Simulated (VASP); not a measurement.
# Pd (Fm-3m) in VASP: a series of runs

The runs below take Pd through single point, with PBE+D4, PBEsol+D3(BJ).

Program: VASP 6.6.1. These are calculated values, not measurements. Logs are shortened: lines on timing, memory, paths and dates and some standing lists are left out, and cuts for length are marked.

## Step 1: The cell of the first run

Symmetry: Fm-3m, No. 225, cubic system. The conventional cell has a = 3.944 Å, b = 3.944 Å, c = 3.944 Å, α = 90.00°, β = 90.00°, γ = 90.00°. Within 3.7 Å of Pd (site symmetry m-3m) lie 12 Pd at 2.79 Å.

## Step 2: Single point, PBE+D4

Contents of INCAR:

```
SYSTEM = Pd
PREC = Accurate ; ENCUT = 520
EDIFF = 1E-7 ; ISMEAR = -1
SIGMA = 0.05 ; LREAL = .FALSE.
LASPH = .TRUE. ; NELM = 100
ALGO = Normal ; ISIF = 2
LWAVE = .FALSE. ; LCHARG = .TRUE.
GGA = PE ; IVDW = 13
LELF = .TRUE. ; LVHAR = .TRUE.
NBANDS = 11
```

Contents of KPOINTS:

```
regular mesh
0
G
  12 12 12
  0 0 0
```

Contents of POSCAR:

```
Pd
1.0
    0.0000000000      1.9721147795      1.9721147795
    1.9721147795      0.0000000000      1.9721147795
    1.9721147795      1.9721147795      0.0000000000
Pd
1
Direct
    0.0000000000      0.0000000000      0.0000000000
```

Potentials or basis: VASP PAW PBE potentials, release 64 (Pd).

The run is started by

```bash
$ cat potpaw_PBE.64/Pd/POTCAR > POTCAR
$ mpirun -np 1 vasp_std > vasp.out
```

OUTCAR:

```text
SYSTEM = Pd
   PREC = Accurate
   ENCUT = 520
   EDIFF = 1E-7
   ISMEAR = -1
   LREAL = .FALSE.
   LASPH = .TRUE.
   NELM = 100
   ISIF = 2
   GGA = PE
   IVDW = 13

 ion  position               nearest neighbor table
   1  0.000  0.000  0.000-

  LATTYP: Found a face centered cubic cell.
 ALAT       =     3.9442295590

  Lattice vectors:

 A1 = (   0.0000000000,   1.9721147795,   1.9721147795)
 A2 = (   1.9721147795,   0.0000000000,   1.9721147795)
 A3 = (   1.9721147795,   1.9721147795,   0.0000000000)

Analysis of symmetry for initial positions (statically):
[... 33 lines left out ...]
                                     Primitive cell

  volume of cell :      15.3400

  direct lattice vectors                    reciprocal lattice vectors
     0.000000000  1.972114780  1.972114780    -0.253534939  0.253534939  0.253534939
     1.972114780  0.000000000  1.972114780     0.253534939 -0.253534939  0.253534939
     1.972114780  1.972114780  0.000000000     0.253534939  0.253534939 -0.253534939

  length of vectors
     2.788991468  2.788991468  2.788991468     0.439135396  0.439135396  0.439135396

  position of ions in fractional coordinates (direct lattice)
     0.000000000  0.000000000  0.000000000

  ion indices of the primitive-cell ions
   primitive index   ion index
                 1           1

----------------------------------------------------------------------------------------

 KPOINTS: regular mesh

Automatic generation of k-mesh.
 Grid dimensions read from file:
 generate k-points for:   12   12   12

 Generating k-lattice:

  Cartesian coordinates                     Fractional coordinates (reciprocal lattice)
    -0.021127912  0.021127912  0.021127912     0.083333333  0.000000000  0.000000000
     0.021127912 -0.021127912  0.021127912     0.000000000  0.083333333  0.000000000
     0.021127912  0.021127912 -0.021127912     0.000000000  0.000000000  0.083333333

  Length of vectors
     0.036594616  0.036594616  0.036594616

  Shift w.r.t. Gamma in fractional coordinates (k-lattice)
     0.000000000  0.000000000  0.000000000

 Subroutine IBZKPT returns following result:
 ===========================================

 Found     72 irreducible k-points:

 Following reciprocal coordinates:
            Coordinates               Weight
  0.000000  0.000000  0.000000      1.000000
  0.083333  0.000000  0.000000      8.000000
[... 43 lines left out ...]
   EDIFFG = 0.1E-05   stopping-criterion for IOM
   NSW    =      0    number of steps for IOM
   IBRION =     -1    ionic relax: 0-MD 1-quasi-New 2-CG
   NFREE  =      0    steps in history (QN), initial steepest desc. (CG)
   ISIF   =      2    stress and relaxation
   ISYM   =      2    0-nonsym 1-usesym 2-fastsym
   POTIM  = 0.5000    time-step for ionic-motion
   TEBEG  =    0.0;   TEEND  =   0.0 temperature during run
   PSTRESS=    0.0 pullay stress
   NELECT =      10.0000    total number of electrons
   NUPDOWN=      -1.0000    fix difference up-down
   EMIN   =  10.00;   EMAX   =-10.00  energy-range for DOS
   EFERMI =   0.00;   METHOD = LEGACY
   ISMEAR =    -1;   SIGMA  =   0.05  broadening in eV -4-tet -1-fermi 0-gaus
   EFERMI_NEDOS =   21; number of points for ismear=-14 and -15
   IALGO  =     38    algorithm
   IMIX   =      4    mixing-type and parameters
     AMIX     =   0.40;   BMIX     =  1.00
     AMIX_MAG =   1.60;   BMIX_MAG =  1.00
  volume/ion in A,a.u.               =      15.34       103.52
  Fermi-wavevector in a.u.,A,eV,Ry     =   1.419491  2.682449 27.415123  2.014955
  Thomas-Fermi vector in A             =   2.540506
   LORBIT       =      0    0 simple, 1 ext, 2 COOP (PROOUT), +10 PAW based schemes
   GGA     = PE    functional components
   LHFCALC =     F    Hartree Fock is set to
   AEXX    =    0.0000 exact exchange contribution
   IVDW    =    13    specifies the selected vdW correction
   LEPSILON=     F    determine dielectric tensor
   LRPA    =     F    only Hartree local field effects (RPA)
 non-spin polarized calculation
  energy-cutoff  :      520.00
  volume of cell :       15.34
 maximum number of plane-waves:       432
 NGX is ok and might be reduce to    24
   NGX = 11   NGY = 11   NGZ = 11

 number of electron      10.0000000 magnetization

 Free energy of the ion-electron system (eV)
  ---------------------------------------------------
  ext. energy  EPLUGINS =         0.00000000
  ---------------------------------------------------
  free energy    TOTEN  =        -5.23041022 eV

  energy without entropy =       -5.20993374  energy(sigma->0) =       -5.22017198

 E-fermi :   9.1042     XC(G=0): -12.9429

 val. band max:        9.1036333901   @ k =  -0.3333   0.4167   0.0833
 cond. band min:       9.1042754212   @ k =   0.5000   0.4167   0.0833
 fundamental gap:      0.0006420311
 Fermi energy:         9.1042350542

 k-point     1 :       0.0000    0.0000    0.0000
  band No.  band energies     occupation
      1       2.2948      2.00000
      2       6.4601      2.00000
      3       6.4601      2.00000
      4       6.4601      2.00000
      5       7.9701      2.00000
      6       7.9701      2.00000
      7      26.3010      0.00000
      8      30.8561      0.00000
      9      30.8561      0.00000
     10      30.8561      0.00000
     11      35.4333      0.00000
[... 309 lines left out ...]
 k-point    24 :      -0.4167    0.1667    0.0000
  band No.  band energies     occupation
      1       4.7139      2.00000
      2       6.0222      2.00000
      3       6.9246      2.00000
      4       7.3301      2.00000
      5       8.8854      1.97517
      6      12.6761      0.00000
      7      16.4386      0.00000
      8      24.6869      0.00000
      9      27.7416      0.00000
     10      28.5961      0.00000
     11      35.5773      0.00000

 [... further k-points ...]

------------------------ aborting loop because EDIFF is reached ----------------------------------------

  DFT-D4 for vdW energy calculation

  Edisp (eV):   -0.47464

  FORCE on cell =-STRESS in cart. coord.  units (eV):
  Direction    XX          YY          ZZ          XY          YZ          ZX
  --------------------------------------------------------------------------------------
  -------------------------------------------------------------------------------------
  Total      -0.50507    -0.50507    -0.50507    -0.00000     0.00000     0.00000
  in kB     -52.75152   -52.75152   -52.75152    -0.00000     0.00000     0.00000
  external pressure =      -52.75 kB  Pullay stress =        0.00 kB

 VOLUME and BASIS-vectors are now :
 -----------------------------------------------------------------------------
  energy-cutoff  :      520.00
  volume of cell :       15.34
      direct lattice vectors                 reciprocal lattice vectors
     0.000000000  1.972114780  1.972114780    -0.253534939  0.253534939  0.253534939
     1.972114780  0.000000000  1.972114780     0.253534939 -0.253534939  0.253534939
     1.972114780  1.972114780  0.000000000     0.253534939  0.253534939 -0.253534939

 POSITION                                       TOTAL-FORCE (eV/Angst)
 -----------------------------------------------------------------------------------
      0.00000      0.00000      0.00000         0.000000     -0.000000      0.000000
 -----------------------------------------------------------------------------------
    total drift:                               -0.000000      0.000000      0.000000

  FREE ENERGIE OF THE ION-ELECTRON SYSTEM (eV)
  ---------------------------------------------------
  free  energy   TOTEN  =        -5.7050480931 eV

  energy  without entropy=       -5.6845716055  energy(sigma->0) =       -5.69480985
```

stdout:

```text
POSCAR found type information on POSCAR Pd
 POSCAR found :  1 types and       1 ions
 scaLAPACK will be used
 LDA part: xc-table for (Slater+PW92), standard interpolation
 POSCAR, INCAR and KPOINTS ok, starting setup
 FFT: planning ... GRIDC
 FFT: planning ... GRID_SOFT
 FFT: planning ... GRID
 WAVECAR not read
 entering main loop
```

Run time: 7.1 s. Hardware: 1 thread of Intel Xeon Platinum 8488C (Sapphire Rapids), shared host; peak memory 0.14 GiB.

Results:

| Property | Result |
| --- | --- |
| Free energy | -5.7050 eV |
| Pressure | -5.3 GPa |
| Band gap on the k mesh | zero (band 5 reaches 9.39 eV, above the bottom of band 6 at 7.91 eV) |
| Dispersion energy per atom | -0.475 eV |

Caveat: pairwise dispersion overbinds metals, which lowers pressure and volume.

(Continued in part 2 of 3.)
